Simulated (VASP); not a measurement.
# La: single point with LDA

La:

```
La
1.0
     3.77484    0.00000    0.00000
    -1.88742    3.26910    0.00000
     0.00000    0.00000    6.11020
La
2
Direct
  0.33333 0.66667 0.25000
  0.66667 0.33333 0.75000
```

* Program: VASP 6.6.1
* Task: single point
* Functional: LDA
* Potentials or basis: VASP PAW LDA potentials, release 64 (La)
* Cutoff: 520 eV
* k mesh: 11 × 11 × 6
* Occupations: fermi-dirac, width 0.05 eV
* Spin: no spin polarisation
* Dipole correction: no
* Further INCAR settings: ALGO = Normal; EDIFF = 1e-07; NBANDS = 18

| Item | Value |
| --- | --- |
| Pressure | -3.5 GPa |
| Band gap on the k mesh | zero (bands 11 and 12 overlap by 1.35 eV) |

Stress tensor (GPa, compression positive):
```
-3.41  0.00  0.00
 0.00 -3.41  0.00
 0.00  0.00 -3.60
```

Levels at points of the mesh, in eV from the Fermi level:
```
           k point  band 9  band 10  band 11  band 12  band 13  band 14
(0.00, 0.00, 0.00)   -3.20    -1.74     0.99     1.28     1.28     1.35
(0.00, 0.00, 0.50)   -1.89    -1.89     0.56     0.56     1.35     1.35
```

Run time: 2.3 min on 1 thread of Intel Xeon 8259CL, with other jobs on the host, peak memory 0.22 GiB.

Caveat: the cell stands under tension; spin-orbit coupling is left out, which moves the levels of the heavy elements.
